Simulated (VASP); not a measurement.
Crystal: CaS4.

```xyz
5
Lattice="5.0184 0.0000 0.0000 0.0000 5.0184 0.0000 0.0000 0.0000 5.0184" Properties=species:S:1:pos:R:3 pbc="T T T"
Ca    2.5092    2.5092    2.5092
S     2.5092    0.0000    0.0000
S     0.0000    2.5092    0.0000
S     0.0000    0.0000    2.5092
S     0.0000    0.0000    0.0000
```

The cell was generated, and may not be a known phase.

```yaml
Program: VASP 6.6.1
Task: relaxation of cell and atoms
Functional: PBE
Potentials_or_basis: VASP PAW PBE potentials, release 64 (Ca_sv, S)
Cutoff: 600 eV
k_mesh: 4 × 4 × 4
Occupations: gaussian, width 0.1 eV
Spin: no spin polarisation
```

At the start: pressure -8.3 GPa; volume 25.28 Å³/atom.

Task: How do energy, volume and symmetry change on relaxing?

Result: Over 3 steps the energy falls by 159.8 meV/atom and the volume is 20.24 Å³/atom (-19.9 %); space group Pm-3m (No. 221, to 0.1 Å) before and after.

Step by step:
```
step  energy change (eV)  largest force (eV/Å)  pressure (GPa)  volume (Å³)
   1              0.0000                0.0000           -8.25       126.38
   2             -0.7834                0.0000           -1.65       104.03
   3             -0.7988                0.0000           -0.07       101.22
```

Final structure:
```
Ca S
1.0
     4.66037    0.00000    0.00000
     0.00000    4.66037    0.00000
     0.00000    0.00000    4.66037
Ca S
1 4
Direct
  0.50000 0.50000 0.50000
  0.50000 0.00000 0.00000
  0.00000 0.50000 0.00000
  0.00000 0.00000 0.50000
  0.00000 0.00000 0.00000
```

Caveat: the volume moved by over 15 % at a fixed basis, so the end points are rough.
